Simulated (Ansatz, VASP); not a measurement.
# One calculation of Sc, two programs

INCAR

```
SYSTEM = Sc
PREC = Accurate
ENCUT = 520
EDIFF = 1E-6
ISMEAR = 0
SIGMA = 0.1
LREAL = .False.
LASPH = .True.
NELM = 150
ALGO = Normal
ISIF = 2
LWAVE = .False.
LCHARG = .False.
ISPIN = 2
MAGMOM = 1
LORBIT = 11
LMAXMIX = 4
LDIPOL = .True.
IDIPOL = 3
DIPOL = 0.5 0.5 0.294
GGA = PE
NBANDS = 16
```

File KPOINTS:

```
regular mesh
0
Gamma
  6 6 1
  0 0 0
```

POSCAR

```
Sc
1.0
    2.8976359713      0.0000000000      0.0000000000
    0.0000000000      2.8976359713      0.0000000000
    0.0000000000      0.0000000000     23.8000000000
Sc
1
Direct
    0.5000000000      0.5000000000      0.2941176471
```

Input for Ansatz:

```yaml
crystal:
  lattice:
    - [2.8976359713, 0.0, 0.0]
    - [0.0, 2.8976359713, 0.0]
    - [0.0, 0.0, 23.8]
  atoms:
    - { symbol: Sc, position: [0.5, 0.5, 0.2941176471], spin: 1.0 }
  periodic: [true, true, false]
basis:
  ecutwfc: 420
kpoints:
  mp_grid: { grid: [6, 6, 1] }
hamiltonian:
  xc: pbe
scf:
  occupations: { method: gaussian, width: 0.1 }
  lower_state_search: "off"
output:
  forces: true
  stress: true
  eigenvalues: true
  populations: true
magnetization:
  spin_polarized: true
```

Alike in both runs: task single point; functional PBE; k mesh 6 × 6 × 1; occupations gaussian, width 0.1 eV; collinear spin.

```csv
,VASP,Ansatz
version,VASP 6.6.1,Ansatz 0.2.0
potentials or method,"VASP PAW PBE potentials, release 64 (Sc_sv), cutoff 520 eV","scalar-relativistic, plane waves, PAW"
valence electrons in the cell,11,11
```

|  | VASP | Ansatz | Ansatz less VASP |
| --- | --- | --- | --- |
| gap on the k mesh at the Fermi level (eV) | none | none | - |
| net moment per atom (μB) | 1.17 | 1.17 | +0.001 |
| size of the moment on the site where the two differ most (μB) | 0.61 | 0.58 | -0.034 |

Site moments also hang on the region over which each program counts them. A gap of «none» marks a metal or a gap that the smearing closes. The functional is the same, so the differences come from potentials, cutoffs and numerics.

The k mesh is coarse, so the values compare programs but aren't converged.
